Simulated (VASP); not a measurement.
Write the native input for VASP 6.6.1 that does the following.

```
Task                   : single point
Functional             : PBE
Potentials or basis    : VASP PAW PBE potentials, release 64 (P)
Cutoff                 : 520 eV
k mesh                 : 4 × 4 × 4
Occupations            : gaussian, width 0.2 eV
Spin                   : no spin polarisation
Dipole correction      : no
Further INCAR settings : ALGO = Normal; EDIFF = 1e-06; NBANDS = 30
```

The structure of P lies in POSCAR:

```
P
1.0
    4.8892566264      0.0000000000      0.0000000000
    0.0000000000      4.8892566264      0.0000000000
    0.0000000000      0.0000000000      4.8892566264
P
8
Direct
    0.2500000000      0.2500000000      0.2500000000
    0.2500000000      0.2500000000      0.7500000000
    0.2500000000      0.7500000000      0.2500000000
    0.2500000000      0.7500000000      0.7500000000
    0.7500000000      0.2500000000      0.2500000000
    0.7500000000      0.2500000000      0.7500000000
    0.7500000000      0.7500000000      0.2500000000
    0.7500000000      0.7500000000      0.7500000000
```

This isn't the form of P at room conditions, which is orthorhombic.

These files were run (other wordings do the same):

INCAR

```
SYSTEM = P
PREC = Accurate ; ENCUT = 520
EDIFF = 1E-6 ; ISMEAR = 0
SIGMA = 0.2 ; LREAL = .False.
LASPH = .True. ; NELM = 100
ALGO = Normal ; ISIF = 2
LWAVE = .False. ; LCHARG = .False.
GGA = PE ; NBANDS = 30
```

KPOINTS

```
Automatic mesh
0
Gamma
  4 4 4
  0 0 0
```

Potentials or basis: VASP PAW PBE potentials, release 64 (P).

Run with:

```console
$ cat potpaw_PBE.64/P/POTCAR > POTCAR
$ mpirun -np 1 vasp_std > vasp.out
```

It gave:

* Pressure: -0.3 GPa
* Band gap on the k mesh: zero (bands 20 and 21 overlap by 2.36 eV)

It used 22 s of CPU time on 1 thread of Intel(R) Xeon(R) Platinum 8175M CPU @ 2.50GHz (Skylake/Cascade Lake), with other jobs on the host.
